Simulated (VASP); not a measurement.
Ta: single point with r2SCAN

Ta:

```
CELL_PARAMETERS angstrom
-1.65233 1.65233 1.65233
1.65233 -1.65233 1.65233
1.65233 1.65233 -1.65233
ATOMIC_POSITIONS crystal
Ta 0.00000 0.00000 0.00000
```

```json
{
 "Program": "VASP 6.6.1",
 "Task": "single point",
 "Functional": "r2SCAN",
 "Potentials or basis": "VASP PAW PBE potentials, release 64 (Ta_pv)",
 "Cutoff": "520 eV",
 "k mesh": "18 × 18 × 18",
 "Occupations": "gaussian, width 0.1 eV",
 "Spin": "no spin polarisation",
 "Dipole correction": "no",
 "Further INCAR settings": "ALGO = Normal; EDIFF = 1e-06; NBANDS = 12"
}
```

The pressure is 0.6 GPa.

Levels at points of the mesh, in eV from the Fermi level:
```csv
k point,band 4,band 5,band 6,band 7,band 8,band 9
"(0.00, 0.00, 0.00)",-8.32,0.84,0.84,0.84,4.32,4.32
"(0.50, 0.00, 0.00)",-4.55,-1.56,1.46,4.19,5.26,8.07
"(0.50, 0.50, 0.50)",-3.93,-3.93,7.10,7.10,7.10,9.00
```

Wall time 87 s on 1 thread of AMD EPYC 9R45 (Zen 5) (shared host), peak memory 0.14 GiB.

Caveat: the PAW data sets were made with another functional, which shifts forces and pressure a little; spin-orbit coupling is left out, which moves the levels of the heavy elements.
